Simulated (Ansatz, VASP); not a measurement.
Sn4CO5 in VASP and in Ansatz

Contents of INCAR:

```
PREC     = Accurate       # precision mode
ENCUT    = 520            # plane-wave cutoff, eV
EDIFF    = 1E-6           # SCF threshold, eV
ISMEAR   = 0              # smearing method
SIGMA    = 0.1            # smearing width, eV
LREAL    = False          # projectors in reciprocal space
LASPH    = True           # aspherical terms in the spheres
NELM     = 120            # most SCF steps
ALGO     = Normal         # electronic algorithm
ISIF     = 2              # what is computed and relaxed
LWAVE    = False          # write WAVECAR
LCHARG   = False          # write CHGCAR
LDIPOL   = True         
IDIPOL   = 3            
DIPOL    = 0.5 0.5 0.323
GGA      = PE             # functional
IVDW     = 12             # dispersion correction
NBANDS   = 56             # bands
GGA_COMPAT= False        
NELMDL   = -8
```

The input KPOINTS:

```
Automatic mesh
0
Gamma
  7 5 1
```

POSCAR

```
Sn4CO5
1.0
    3.8363720854      0.0000000000      0.0000000000
    0.0000000000      6.1139355937      0.0000000000
    0.0000000000      0.0000000000     23.2716647157
O Sn C
5 4 1
Direct
    0.0000000000      0.3937311051      0.1718828476
    0.5000000000      0.5905966576      0.2360622870
    0.0000000000      0.7891442786      0.2999263603
    0.5000000000      0.9914786678      0.3618849282
    0.7500000000      1.7414786678      0.5208765623
    0.5000000000      0.2462583311      0.2031056929
    0.0000000000      0.7380694316      0.2048394417
    0.5000000000      0.6484830883      0.3341121374
    0.0000000000      0.1189669940      0.3308043554
    0.7500000000      1.7414786678      0.5702928810
```

Input for Ansatz:

```yaml
crystal:
  lattice:
    - [3.8363720854, 0.0, 0.0]
    - [0.0, 6.1139355937, 0.0]
    - [0.0, 0.0, 23.2716647157]
  atoms:
    - { symbol: O, position: [0.0, 0.3937311051, 0.1718828476] }
    - { symbol: Sn, position: [0.5, 0.2462583311, 0.2031056929] }
    - { symbol: Sn, position: [0.0, 0.7380694316, 0.2048394417] }
    - { symbol: O, position: [0.5, 0.5905966576, 0.236062287] }
    - { symbol: O, position: [0.0, 0.7891442786, 0.2999263603] }
    - { symbol: Sn, position: [0.5, 0.6484830883, 0.3341121374] }
    - { symbol: Sn, position: [0.0, 0.118966994, 0.3308043554] }
    - { symbol: O, position: [0.5, 0.9914786678, 0.3618849282] }
    - { symbol: O, position: [0.75, 1.7414786678, 0.5208765623] }
    - { symbol: C, position: [0.75, 1.7414786678, 0.570292881] }
basis:
  ecutwfc: 420
kpoints:
  mp_grid: { grid: [7, 5, 1] }
hamiltonian:
  xc: pbe
  pseudopotentials: { kind: paw, azcp: { folder: soft_1 } }
  dispersion: d3bj
scf:
  occupations: { method: gaussian, width: 0.1 }
output:
  forces: true
  eigenvalues: true
  write_density: true
  write_potential: true
  elf: true
  volumetric_format: npy
efield:
  axis: 3
  dipole_correction: true
  ramp_width: 0.04
```

Alike in both runs: task single point; functional PBE; dispersion D3(BJ); k mesh 7 × 5 × 1; occupations gaussian, width 0.1 eV; no spin polarisation.

|  | VASP | Ansatz |
| --- | --- | --- |
| version | VASP 6.6.1 | Ansatz 0.2.0 |
| potentials or method | VASP PAW PBE potentials, release 64 (O, Sn_d, C), cutoff 520 eV | scalar-relativistic, plane waves, PAW |
| valence electrons in the cell | 90 | 90 |

```tsv
	VASP	Ansatz	Ansatz less VASP
gap on the k mesh at the Fermi level (eV)	0.90	0.91	+0.014
least direct gap on the mesh (eV)	0.94	0.96	+0.016
rms of the force components (eV/Å)	0.362	0.510	+0.1483
```

Ansatz's warnings: xc potential rough in thin density.

Noted on VASP's run: the standard files for N, O and F lose accuracy on very short bonds.
